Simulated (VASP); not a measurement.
# Si (I4_1/amd) in VASP: notebook

The runs below take Si through single point, with LDA.

All numbers are computed with VASP 6.6.1; they aren't measurements. Logs are shortened: lines on timing, memory, paths and dates and some standing lists are left out, and cuts for length are marked.

**1. The cell of the first run**

Symmetry: I4_1/amd, No. 141, tetragonal system. Conventional cell: a = 4.363 Å, b = 4.363 Å, c = 2.871 Å, α = 90.00°, β = 90.00°, γ = 90.00°. Within 3.1 Å of Si (site symmetry -4m2) lie 10 Si at 2.30 to 3.07 Å.

**2. Single point, LDA (strain -0.080 along x and y, +0.080 along z)**

The input, INCAR:

```
  PREC = Accurate
  ENCUT = 520
  EDIFF = 1E-7
  ISMEAR = 0
  SIGMA = 0.15
  LREAL = F
  LASPH = T
  NELM = 100
  ALGO = Normal
  ISIF = 2
  LWAVE = F
  LCHARG = T
  LELF = T
  LVHAR = T
  NBANDS = 11
```

The input, KPOINTS:

```
regular mesh
0
Gamma
  20 20 20
```

The input, POSCAR:

```
Si
1.0
   -2.1816625201      2.1816625201      1.4356066211
    2.1816625201     -2.1816625201      1.4356066211
    2.1816625201      2.1816625201     -1.4356066211
Si
2
Direct
    0.2500000000      0.7500000000      0.5000000000
    0.5000000000      0.5000000000      0.0000000000
```

Potentials or basis: VASP PAW LDA potentials, release 64 (Si).

Command:

```
> cat potpaw_LDA.64/Si/POTCAR > POTCAR
> mpirun -np 1 vasp_std > vasp.out
```

OUTCAR:

```text
PREC = Accurate
   ENCUT = 520
   EDIFF = 1E-7
   ISMEAR = 0
   LREAL = F
   LASPH = T
   NELM = 100
   ISIF = 2

 ion  position               nearest neighbor table
   1  0.250  0.750  0.500-   2 2.30   2 2.30   2 2.30   2 2.30   2 3.07   2 3.07   2 3.07   2 3.07

   2  0.500  0.500  0.000-   1 2.30   1 2.30   1 2.30   1 2.30   1 3.07   1 3.07   1 3.07   1 3.07

  LATTYP: Found a body centered tetragonal cell.
 ALAT       =     4.3633250402
 C/A-ratio  =     0.6580333154

  Lattice vectors:

 A1 = (  -2.1816625201,   2.1816625201,   1.4356066211)
 A2 = (   2.1816625201,  -2.1816625201,   1.4356066211)
 A3 = (   2.1816625201,   2.1816625201,  -1.4356066211)

Analysis of symmetry for initial positions (statically):
=====================================================================
 Subroutine PRICEL returns:
 Original cell was already a primitive cell.

 Routine SETGRP: Setting up the symmetry group for a
 body centered tetragonal supercell.

 Subroutine GETGRP returns: Found 16 space group operations
 (whereof  8 operations were pure point group operations)
 out of a pool of 16 trial point group operations.

The static configuration has the point symmetry D_2d.
 The point group associated with its full space group is D_4h.

Analysis of symmetry for dynamics (positions and initial velocities):
=====================================================================
 Subroutine PRICEL returns:
 Original cell was already a primitive cell.

 Routine SETGRP: Setting up the symmetry group for a
 body centered tetragonal supercell.

 Subroutine GETGRP returns: Found 16 space group operations
 (whereof  8 operations were pure point group operations)
 out of a pool of 16 trial point group operations.

The dynamic configuration has the point symmetry D_2d.
 The point group associated with its full space group is D_4h.

 Subroutine INISYM returns: Found 16 space group operations
 (whereof  8 operations are pure point group operations),
 and found     1 'primitive' translations

----------------------------------------------------------------------------------------

                                     Primitive cell

  volume of cell :      27.3319

  direct lattice vectors                    reciprocal lattice vectors
    -2.181662520  2.181662520  1.435606621     0.000000000  0.229183018  0.348284824
[... 92 lines left out ...]
   ISIF   =      2    stress and relaxation
   ISYM   =      2    0-nonsym 1-usesym 2-fastsym
   POTIM  = 0.5000    time-step for ionic-motion
   TEBEG  =    0.0;   TEEND  =   0.0 temperature during run
   PSTRESS=    0.0 pullay stress
   NELECT =       8.0000    total number of electrons
   NUPDOWN=      -1.0000    fix difference up-down
   EMIN   =  10.00;   EMAX   =-10.00  energy-range for DOS
   EFERMI =   0.00;   METHOD = LEGACY
   ISMEAR =     0;   SIGMA  =   0.15  broadening in eV -4-tet -1-fermi 0-gaus
   EFERMI_NEDOS =   21; number of points for ismear=-14 and -15
   IALGO  =     38    algorithm
   IMIX   =      4    mixing-type and parameters
     AMIX     =   0.40;   BMIX     =  1.00
     AMIX_MAG =   1.60;   BMIX_MAG =  1.00
  volume/ion in A,a.u.               =      13.67        92.22
  Fermi-wavevector in a.u.,A,eV,Ry     =   1.086963  2.054062 16.075118  1.181488
  Thomas-Fermi vector in A             =   2.223111
   LORBIT       =      0    0 simple, 1 ext, 2 COOP (PROOUT), +10 PAW based schemes
   GGA     = CA    functional components
   LHFCALC =     F    Hartree Fock is set to
   AEXX    =    0.0000 exact exchange contribution
   IVDW    =     0    specifies the selected vdW correction
   LEPSILON=     F    determine dielectric tensor
   LRPA    =     F    only Hartree local field effects (RPA)
 non-spin polarized calculation
 Gauss-broadening in eV      SIGMA  =   0.15
  energy-cutoff  :      520.00
  volume of cell :       27.33
 maximum number of plane-waves:       752
 NGX is ok and might be reduce to    28
   NGX = 13   NGY = 13   NGZ = 13

 number of electron       8.0000000 magnetization

 Free energy of the ion-electron system (eV)
  ---------------------------------------------------
  ext. energy  EPLUGINS =         0.00000000
  ---------------------------------------------------
  free energy    TOTEN  =       -11.14853108 eV

  energy without entropy =      -11.14163054  energy(sigma->0) =      -11.14508081

 E-fermi :  10.4547     XC(G=0): -11.4003

 val. band max:       10.4502016558   @ k =   0.2000   0.0500   0.0000
 cond. band min:      10.4640549942   @ k =  -0.1000  -0.2500   0.1000
 fundamental gap:      0.0138533385
 Fermi energy:        10.4546857167

 k-point     1 :       0.0000    0.0000    0.0000
  band No.  band energies     occupation
      1      -4.1565      2.00000
      2       8.8757      2.00000
      3       8.8757      2.00000
      4      11.6269      0.00000
      5      12.3861      0.00000
      6      16.4464      0.00000
      7      17.3952      0.00000
      8      19.3997      0.00000
      9      19.3997      0.00000
     10      21.1142      0.00000
     11      21.6095      0.00000
[... 309 lines left out ...]
 k-point    24 :      -0.3500    0.0500   -0.0000
  band No.  band energies     occupation
      1      -1.6909      2.00000
      2       6.3486      2.00000
      3       7.4033      2.00000
      4       8.6057      2.00000
      5      11.6515      0.00000
      6      13.2702      0.00000
      7      16.5776      0.00000
      8      17.0861      0.00000
      9      18.3833      0.00000
     10      19.3712      0.00000
     11      25.4614      0.00000

 [... further k-points ...]

------------------------ aborting loop because EDIFF is reached ----------------------------------------

  FORCE on cell =-STRESS in cart. coord.  units (eV):
  Direction    XX          YY          ZZ          XY          YZ          ZX
  --------------------------------------------------------------------------------------
  -------------------------------------------------------------------------------------
  Total        4.7445327      4.7445327      0.6342878      0.0000000     -0.0000000      0.0000000
  in kB      278.1207841    278.1207841     37.1814553      0.0000000     -0.0000000      0.0000000
  external PRESSURE =     197.8076745 kB  Pullay stress =       0.0000000 kB

 VOLUME and BASIS-vectors are now :
 -----------------------------------------------------------------------------
  energy-cutoff  :      520.00
  volume of cell :       27.33
      direct lattice vectors                 reciprocal lattice vectors
    -2.181662520  2.181662520  1.435606621     0.000000000  0.229183018  0.348284824
     2.181662520 -2.181662520  1.435606621     0.229183018  0.000000000  0.348284824
     2.181662520  2.181662520 -1.435606621     0.229183018  0.229183018  0.000000000

 POSITION                                       TOTAL-FORCE (eV/Angst)
 -----------------------------------------------------------------------------------
      2.18166     -0.00000      0.71780         0.000000      0.000000      0.000000
      0.00000      0.00000      1.43561        -0.000000     -0.000000     -0.000000
 -----------------------------------------------------------------------------------
    total drift:                                0.000000      0.000000      0.000000

  FREE ENERGIE OF THE ION-ELECTRON SYSTEM (eV)
  ---------------------------------------------------
  free  energy   TOTEN  =       -11.1485310791 eV

  energy  without entropy=      -11.1416305415  energy(sigma->0) =      -11.14508081
```

OSZICAR:

```text
N       E                     dE             d eps       ncg     rms          rms(c)
DAV:   1     0.560164322513E+01    0.56016E+01   -0.34829E+03 14110   0.615E+02
DAV:   2    -0.108258827874E+02   -0.16428E+02   -0.15870E+02 17912   0.880E+01
DAV:   3    -0.112596328994E+02   -0.43375E+00   -0.43133E+00 18574   0.121E+01
DAV:   4    -0.112612843883E+02   -0.16515E-02   -0.16513E-02 17176   0.931E-01
DAV:   5    -0.112612914168E+02   -0.70285E-05   -0.70273E-05 18161   0.555E-02    0.554E+00
DAV:   6    -0.111840541479E+02    0.77237E-01   -0.34817E-02 16990   0.820E-01    0.323E+00
DAV:   7    -0.111487223547E+02    0.35332E-01   -0.59331E-02 17370   0.112E+00    0.163E-01
DAV:   8    -0.111485441838E+02    0.17817E-03   -0.43856E-03 16096   0.399E-01    0.682E-02
DAV:   9    -0.111485315177E+02    0.12666E-04   -0.50718E-05 18120   0.457E-02    0.561E-02
DAV:  10    -0.111485312111E+02    0.30663E-06   -0.32780E-06 17085   0.122E-02    0.296E-02
DAV:  11    -0.111485310814E+02    0.12971E-06   -0.39534E-07 16642   0.337E-03    0.101E-03
DAV:  12    -0.111485310791E+02    0.23105E-08   -0.34590E-09  9540   0.406E-04
   1 F= -.11148531E+02 E0= -.11145081E+02  d E =-.690054E-02
```

Wall time 1.8 min (1 thread of Intel Xeon Platinum 8488C (Sapphire Rapids), shared host); peak memory 0.26 GiB.

Results:

```
Free energy            : -11.1485 eV
Pressure               : 19.8 GPa
Band gap on the k mesh : zero (bands 4 and 5 overlap by 8.50 eV)
```

Caveat: the cell differs from its parent crystal (strain -0.080 along x and y, +0.080 along z); the cell stands under pressure.

**3. Single point, LDA (strain -0.040 along x and y, +0.040 along z)**

The input, INCAR:

```
ALGO = Normal
EDIFF = 1E-6
ENCUT = 520
ISIF = 2
ISMEAR = 0
LASPH = T
LCHARG = F
LREAL = F
LWAVE = F
NBANDS = 11
NELM = 100
PREC = Accurate
SIGMA = 0.15
```

The input, KPOINTS:

```
k-points
0
Gamma
  20 20 20
```

The input, POSCAR:

```
Si
1.0
   -2.2765174123      2.2765174123      1.3824360055
    2.2765174123     -2.2765174123      1.3824360055
    2.2765174123      2.2765174123     -1.3824360055
Si
2
Direct
    0.2500000000      0.7500000000      0.5000000000
    0.5000000000      0.5000000000      0.0000000000
```

Potentials or basis: VASP PAW LDA potentials, release 64 (Si).

Command:

```
> cat potpaw_LDA.64/Si/POTCAR > POTCAR
> mpirun -np 1 vasp_std > vasp.out
```

Run time: 98 s. Hardware: 1 thread of Intel Xeon Platinum 8488C (Sapphire Rapids), shared host; peak memory 0.26 GiB.

Results (log left out):

```
Free energy            : -11.4220 eV
Pressure               : 6.9 GPa
Band gap on the k mesh : zero (bands 4 and 5 overlap by 7.60 eV)
```

Stress tensor (GPa, compression positive):
```
10.58  0.00  0.00
 0.00 10.58  0.00
 0.00  0.00 -0.48
```

Levels at points of the mesh, in eV from the Fermi level:
```csv
k point,band 1,band 2,band 3,band 4,band 5,band 6,band 7,band 8
"(0.00, 0.00, 0.00)",-14.23,-2.04,-2.04,-0.39,1.72,6.80,7.85,9.42
"(0.50, 0.00, 0.00)",-8.47,-7.38,-2.29,-1.88,-1.39,0.84,5.01,5.83
"(0.50, 0.50, 0.00)",-10.80,-10.80,0.87,0.87,3.80,3.80,6.82,6.82
"(0.50, 0.50, 0.50)",-7.87,-7.87,-6.96,-6.96,3.85,3.85,14.10,14.10
```

Caveat: the cell differs from its parent crystal (strain -0.040 along x and y, +0.040 along z); the cell stands under pressure.

**4. Single point, LDA (strain +0.000 along x and y, -0.040 along z)**

The input, INCAR:

```
PREC = Accurate
ENCUT = 520
EDIFF = 1E-6
ISMEAR = 0
SIGMA = 0.15
LREAL = F
LASPH = T
NELM = 100
ALGO = Normal
ISIF = 2
LWAVE = F
LCHARG = T
LELF = T
LVHAR = T
NBANDS = 11
```

The input, KPOINTS:

```
regular mesh
0
Gamma
  20 20 20
```

The input, POSCAR:

```
Si
1.0
   -2.3713723045      2.3713723045      1.2760947743
    2.3713723045     -2.3713723045      1.2760947743
    2.3713723045      2.3713723045     -1.2760947743
Si
2
Direct
    0.2500000000      0.7500000000      0.5000000000
    0.5000000000      0.5000000000      0.0000000000
```

Command:

```
> cat potpaw_LDA.64/Si/POTCAR > POTCAR
> mpirun -np 1 vasp_std > vasp.out
```

Wall time 100 s (1 thread of Intel Xeon Platinum 8488C (Sapphire Rapids), shared host); peak memory 0.26 GiB.

Results (log left out):

```yaml
Free_energy: -11.4920 eV
Pressure: 4.0 GPa
Band_gap_on_the_k_mesh: zero (bands 4 and 5 overlap by 6.56 eV)
```

Stress tensor (GPa, compression positive):
```
3.14 0.00 0.00
0.00 3.14 0.00
0.00 0.00 5.59
```

Levels at points of the mesh, in eV from the Fermi level:
| k point | band 1 | band 2 | band 3 | band 4 | band 5 | band 6 | band 7 | band 8 |
| --- | --- | --- | --- | --- | --- | --- | --- | --- |
| (0.00, 0.00, 0.00) | -14.22 | -2.74 | -2.74 | -2.24 | 1.28 | 7.82 | 9.06 | 9.06 |
| (0.50, 0.00, 0.00) | -7.52 | -6.94 | -2.28 | -1.64 | -1.39 | 1.02 | 4.67 | 5.58 |
| (0.50, 0.50, 0.00) | -11.06 | -11.06 | 0.14 | 0.14 | 2.35 | 2.35 | 9.30 | 9.30 |
| (0.50, 0.50, 0.50) | -8.62 | -8.62 | -7.15 | -7.15 | 6.58 | 6.58 | 13.20 | 13.20 |

Caveat: the cell differs from its parent crystal (strain +0.000 along x and y, -0.040 along z); the cell stands under pressure.

**5. The runs side by side**

```tsv
cell	gap on the mesh (eV)	pressure (GPa)
a = 3.403 Å, angles 100.3, 100.3, 130.1°, 2 atoms	none	19.8
a = 3.504 Å, angles 99.0, 99.0, 133.5°, 2 atoms	none	6.9
a = 3.588 Å, angles 97.3, 97.3, 138.3°, 2 atoms	none	4.0
```

Alike in all rows: task single point; level LDA; potentials or basis VASP PAW LDA potentials, release 64 (Si); no spin polarisation; k mesh 20 × 20 × 20; cutoff (eV) 520; smearing gaussian 0.15 eV.

Caveats: the cell stands under pressure.

Absolute energies hang on the potentials; compare differences alone.
